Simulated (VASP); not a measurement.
# SiC (P6_3mc) in VASP: a series of runs, part 3 of 3

VASP 6.6.1. Earlier steps stand in the parts before.

## 5. Single point, r2SCAN

File POSCAR:

```
SiC
1.0
    3.0751950076      0.0000000000      0.0000000000
   -1.5375975038      2.6631969982      0.0000000000
    0.0000000000      0.0000000000      5.0481668526
Si C
2 2
Direct
    0.3333333333      0.6666666667      0.0046028828
    0.6666666667      0.3333333333      0.5046028828
    0.3333333333      0.6666666667      0.3803971172
    0.6666666667      0.3333333333      0.8803971172
```

File INCAR.step1:

```
  PREC = Accurate
  ENCUT = 660
  ISMEAR = 0
  SIGMA = 0.02
  LREAL = False
  LASPH = True
  NELM = 120
  ISYM = 0
  NBANDS = 16
  GGA = PE
  ALGO = Normal
  EDIFF = 1E-5
  LWAVE = True
  LCHARG = False
  GGA_COMPAT = False
```

File INCAR.step2:

```
  PREC = Accurate
  ENCUT = 660
  EDIFF = 1E-6
  ISMEAR = 0
  SIGMA = 0.02
  LREAL = False
  LASPH = True
  NELM = 120
  ALGO = Normal
  ISIF = 2
  LWAVE = False
  LCHARG = True
  METAGGA = R2SCAN
  LMIXTAU = True
  LELF = True
  LVHAR = True
  ISYM = 0
  NBANDS = 16
  ISTART = 1
  GGA_COMPAT = False
```

File KPOINTS:

```
Automatic mesh
0
Gamma
  12 12 6
```

Potentials or basis: VASP PAW PBE potentials, release 64 (Si, C).

On the command line:

```bash
$ cat potpaw_PBE.64/Si/POTCAR potpaw_PBE.64/C/POTCAR > POTCAR
$ cp INCAR.step1 INCAR
$ mpirun -np 1 vasp_std > vasp.out
$ cp INCAR.step2 INCAR
$ mpirun -np 1 vasp_std > vasp.out
```

OUTCAR:

```text
PREC = Accurate
   ENCUT = 660
   EDIFF = 1E-6
   ISMEAR = 0
   LREAL = False
   LASPH = True
   NELM = 120
   ISIF = 2
   METAGGA = R2SCAN
   ISYM = 0
   ISTART = 1

 ion  position               nearest neighbor table
   1  0.333  0.667  0.005-   4 1.88   4 1.88   4 1.88   3 1.90   2 3.09   2 3.09   2 3.09   2 3.09
                             2 3.09   2 3.09
   2  0.667  0.333  0.505-   3 1.88   3 1.88   3 1.88   4 1.90   1 3.09   1 3.09   1 3.09   1 3.09
                             1 3.09   1 3.09
   3  0.333  0.667  0.380-   2 1.88   2 1.88   2 1.88   1 1.90
   4  0.667  0.333  0.880-   1 1.88   1 1.88   1 1.88   2 1.90

IMPORTANT INFORMATION: All symmetrisations will be switched off!
NOSYMM: (Re-)initialisation of all symmetry stuff for point group C_1.

----------------------------------------------------------------------------------------

                                     Primitive cell

  volume of cell :      41.3437

  direct lattice vectors                    reciprocal lattice vectors
     3.075195008  0.000000000  0.000000000     0.325182630  0.187744279  0.000000000
    -1.537597504  2.663196998  0.000000000     0.000000000  0.375488558  0.000000000
     0.000000000  0.000000000  5.048166853     0.000000000  0.000000000  0.198091709

  length of vectors
     3.075195008  3.075195008  5.048166853     0.375488558  0.375488558  0.198091709

  position of ions in fractional coordinates (direct lattice)
     0.333333333  0.666666667  0.004602883
     0.666666667  0.333333333  0.504602883
     0.333333333  0.666666667  0.380397117
     0.666666667  0.333333333  0.880397117

  ion indices of the primitive-cell ions
   primitive index   ion index
                 1           1
                 2           2
                 3           3
                 4           4

----------------------------------------------------------------------------------------

 KPOINTS: Automatic mesh

Automatic generation of k-mesh.
 Grid dimensions read from file:
 generate k-points for:   12   12    6

 Generating k-lattice:

  Cartesian coordinates                     Fractional coordinates (reciprocal lattice)
     0.027098552  0.015645357  0.000000000     0.083333333 -0.000000000  0.000000000
     0.000000000  0.031290713  0.000000000     0.000000000  0.083333333  0.000000000
     0.000000000  0.000000000  0.033015285     0.000000000  0.000000000  0.166666667

  Length of vectors
     0.031290713  0.031290713  0.033015285

  Shift w.r.t. Gamma in fractional coordinates (k-lattice)
     0.000000000  0.000000000  0.000000000

 Subroutine IBZKPT returns following result:
 ===========================================

 Found    436 irreducible k-points:

 Following reciprocal coordinates:
            Coordinates               Weight
  0.000000  0.000000  0.000000      1.000000
  0.083333  0.000000  0.000000      2.000000
  0.000000  0.083333  0.000000      2.000000
 -0.083333  0.083333  0.000000      2.000000
  0.166667  0.000000  0.000000      2.000000
  0.000000  0.166667  0.000000      2.000000
[... 16 lines left out ...]
  0.166667  0.083333  0.000000      2.000000
 -0.083333  0.250000  0.000000      2.000000
 [... further k-points ...]
   k-points           NKPTS =    436   k-points in BZ     NKDIM =    436   number of bands    NBANDS=     16
   number of dos      NEDOS =    301   number of ions     NIONS =      4
   total plane-waves  NPLWV =  32928
   dimension x,y,z NGX =    28 NGY =   28 NGZ =   42
   dimension x,y,z NGXF=    56 NGYF=   56 NGZF=   84
   ions per type =               2   2
   NGX,Y,Z   is equivalent  to a cutoff of  15.14, 15.14, 13.83 a.u.
   NGXF,Y,Z  is equivalent  to a cutoff of  30.27, 30.27, 27.66 a.u.
 SYSTEM =  unknown system
   PREC   = accura    normal or accurate (medium, high low for compatibility)
   ISTART =      1    job   : 0-new  1-cont  2-samecut
   ICHARG =      0    charge: 1-file 2-atom 10-const
   ISPIN  =      1    spin polarized calculation?
   LNONCOLLINEAR =      F non collinear calculations
   LSORBIT =      F    spin-orbit coupling
   LASPH  =      T    aspherical Exc in radial PAW
   ENCUT  =  660.0 eV  48.51 Ry    6.96 a.u.   6.44  6.44 10.57*2*pi/ulx,y,z
   NELM   =    120;   NELMIN=  2; NELMDL=  0     # of ELM steps
   EDIFF  = 0.1E-05   stopping-criterion for ELM
   LREAL  =      F    real-space projection
   EDIFFG = 0.1E-04   stopping-criterion for IOM
   NSW    =      0    number of steps for IOM
   IBRION =     -1    ionic relax: 0-MD 1-quasi-New 2-CG
   NFREE  =      0    steps in history (QN), initial steepest desc. (CG)
   ISIF   =      2    stress and relaxation
   ISYM   =      0    0-nonsym 1-usesym 2-fastsym
   POTIM  = 0.5000    time-step for ionic-motion
   TEBEG  =    0.0;   TEEND  =   0.0 temperature during run
   PSTRESS=    0.0 pullay stress
   NELECT =      16.0000    total number of electrons
   NUPDOWN=      -1.0000    fix difference up-down
   EMIN   =  10.00;   EMAX   =-10.00  energy-range for DOS
   EFERMI =   0.00;   METHOD = LEGACY
   ISMEAR =     0;   SIGMA  =   0.02  broadening in eV -4-tet -1-fermi 0-gaus
   EFERMI_NEDOS =   21; number of points for ismear=-14 and -15
   IALGO  =     38    algorithm
   IMIX   =      4    mixing-type and parameters
     AMIX     =   0.40;   BMIX     =  1.00
     AMIX_MAG =   1.60;   BMIX_MAG =  1.00
  volume/ion in A,a.u.               =      10.34        69.75
  Fermi-wavevector in a.u.,A,eV,Ry     =   1.193012  2.254466 19.364879  1.423278
  Thomas-Fermi vector in A             =   2.329037
   LORBIT       =      0    0 simple, 1 ext, 2 COOP (PROOUT), +10 PAW based schemes
   METAGGA = R2SCAN    functional components
   LHFCALC =     F    Hartree Fock is set to
   AEXX    =    0.0000 exact exchange contribution
   IVDW    =     0    specifies the selected vdW correction
   LEPSILON=     F    determine dielectric tensor
   LRPA    =     F    only Hartree local field effects (RPA)
 non-spin polarized calculation
 Gauss-broadening in eV      SIGMA  =   0.02
  energy-cutoff  :      660.00
  volume of cell :       41.34
 maximum number of plane-waves:      1619
 NGX is ok and might be reduce to    28
   NGX = 13   NGY = 13   NGZ = 21

 number of electron      16.0000000 magnetization

 Free energy of the ion-electron system (eV)
  ---------------------------------------------------
  ext. energy  EPLUGINS =         0.00000000
  ---------------------------------------------------
  free energy    TOTEN  =       -38.64697005 eV

  energy without entropy =      -38.64697005  energy(sigma->0) =      -38.64697005

 E-fermi :   8.3215     XC(G=0): -11.9291

 val. band max:        8.1449204553   @ k =   0.0000   0.0000   0.0000
 cond. band min:      10.8050473201   @ k =   0.3333   0.3333   0.0000
 fundamental gap:      2.6601268648
 Fermi energy:         8.3215451517

 k-point     1 :       0.0000    0.0000    0.0000
  band No.  band energies     occupation
      1      -8.2095      2.00000
      2      -4.5824      2.00000
      3      -0.8471      2.00000
      4       6.7599      2.00000
      5       6.7599      2.00000
      6       8.0305      2.00000
[... 8 lines left out ...]
     15      17.7274      0.00000
     16      20.1784      0.00000

 k-point     2 :       0.0833    0.0000    0.0000
  band No.  band energies     occupation
      1      -8.0845      2.00000
      2      -4.4770      2.00000
      3      -0.7318      2.00000
      4       6.0616      2.00000
      5       6.5410      2.00000
      6       7.6620      2.00000
[... 8 lines left out ...]
     15      18.0533      0.00000
     16      19.2015      0.00000

 k-point     3 :       0.0000    0.0833    0.0000
  band No.  band energies     occupation
      1      -8.0845      2.00000
      2      -4.4770      2.00000
      3      -0.7318      2.00000
      4       6.0616      2.00000
      5       6.5410      2.00000
      6       7.6620      2.00000
[... 8 lines left out ...]
     15      18.0533      0.00000
     16      19.2015      0.00000
[... 362 lines left out ...]
 k-point    23 :       0.1667    0.0833    0.0000
  band No.  band energies     occupation
      1      -7.3479      2.00000
      2      -3.8842      2.00000
      3      -0.0779      2.00000
      4       3.6224      2.00000
      5       5.0680      2.00000
      6       6.0199      2.00000
[... 8 lines left out ...]
     15      18.4301      0.00000
     16      19.5010      0.00000

 k-point    24 :      -0.0833    0.2500    0.0000
  band No.  band energies     occupation
      1      -7.3479      2.00000
      2      -3.8842      2.00000
      3      -0.0779      2.00000
      4       3.6224      2.00000
      5       5.0680      2.00000
      6       6.0199      2.00000
[... 8 lines left out ...]
     15      18.4301      0.00000
     16      19.5010      0.00000

 [... further k-points ...]
[... 5 lines left out ...]
  --------------------------------------------------------------------------------------
  -------------------------------------------------------------------------------------
  Total       -0.0975402     -0.0975370     -0.0975970      0.0000034     -0.0000001     -0.0000001
  in kB       -3.7799377     -3.7798115     -3.7821376      0.0001312     -0.0000055     -0.0000053
  external PRESSURE =      -3.7806289 kB  Pullay stress =       0.0000000 kB

 VOLUME and BASIS-vectors are now :
 -----------------------------------------------------------------------------
  energy-cutoff  :      660.00
  volume of cell :       41.34
      direct lattice vectors                 reciprocal lattice vectors
     3.075195008  0.000000000  0.000000000     0.325182630  0.187744279  0.000000000
    -1.537597504  2.663196998  0.000000000     0.000000000  0.375488558  0.000000000
     0.000000000  0.000000000  5.048166853     0.000000000  0.000000000  0.198091709

 POSITION                                       TOTAL-FORCE (eV/Angst)
 -----------------------------------------------------------------------------------
     -0.00000      1.77546      0.02324        -0.000002      0.000001     -0.000733
      1.53760      0.88773      2.54732         0.000002     -0.000001     -0.000733
     -0.00000      1.77546      1.92031         0.000002     -0.000001      0.000733
      1.53760      0.88773      4.44439        -0.000002      0.000001      0.000733
 -----------------------------------------------------------------------------------
    total drift:                               -0.000000     -0.000000     -0.000027

  FREE ENERGIE OF THE ION-ELECTRON SYSTEM (eV)
  ---------------------------------------------------
  free  energy   TOTEN  =       -38.6469700510 eV

  energy  without entropy=      -38.6469700510  energy(sigma->0) =      -38.64697005
```

Run time: 18 min. Hardware: 1 thread of Intel Xeon 6975P-C, shared host; peak memory 0.45 GiB.

What came out:

| Item | Value |
| --- | --- |
| Free energy | -38.6470 eV |
| Pressure | -0.4 GPa |
| Band gap on the k mesh | 2.66 eV, indirect (least direct gap 4.49 eV) |

Levels at points of the mesh, in eV from the valence-band top:
```
           k point  band 4  band 5  band 6  band 7  band 8  band 9  band 10  band 11  band 12  band 13
(0.00, 0.00, 0.00)   -1.38   -1.38   -0.11    0.00    0.00    5.38     6.78     7.19     7.19     8.34
(0.50, 0.00, 0.00)   -6.55   -5.62   -3.48   -3.36   -1.26    3.23     4.67     7.47     7.65    10.77
(0.00, 0.50, 0.00)   -6.55   -5.62   -3.48   -3.36   -1.26    3.23     4.67     7.47     7.65    10.77
(0.50, 0.50, 0.00)   -6.55   -5.62   -3.48   -3.36   -1.26    3.23     4.67     7.47     7.65    10.77
(0.00, 0.00, 0.50)   -4.63   -0.75   -0.75   -0.75   -0.75    6.50     6.50     7.90     7.90     7.90
(0.50, 0.00, 0.50)   -8.54   -2.56   -2.56   -2.44   -2.44    3.73     3.73     5.80     5.80    11.11
(0.00, 0.50, 0.50)   -8.54   -2.56   -2.56   -2.44   -2.44    3.73     3.73     5.80     5.80    11.11
(0.50, 0.50, 0.50)   -8.54   -2.56   -2.56   -2.44   -2.44    3.73     3.73     5.80     5.80    11.11
```

Caveat: the PAW data sets were made with another functional, which shifts forces and pressure a little. r2SCAN opens gaps a little over a GGA but as a rule still falls short of measured ones.

## 6. Overview

```tsv
k mesh	cutoff (eV)	smearing	gap on the mesh (eV)	pressure (GPa)
12 × 12 × 4	520	gaussian 0.05 eV	2.66	-0.2
12 × 12 × 6	520	gaussian 0.05 eV	2.66	-0.2
12 × 12 × 6	660	gaussian 0.02 eV	2.66	-0.4
```

Alike in all rows: task single point; level r2SCAN; potentials or basis VASP PAW PBE potentials, release 64 (Si, C); no spin polarisation; cell as given.

On the cell as given the gap runs from 2.66 eV (r2SCAN) to 2.66 eV (r2SCAN); the meshes differ, which moves gaps too.

Caveats: the PAW data sets were made with another functional, which shifts forces and pressure a little.

Total energies depend on the potentials used, so only differences within one code and one set of settings carry meaning.
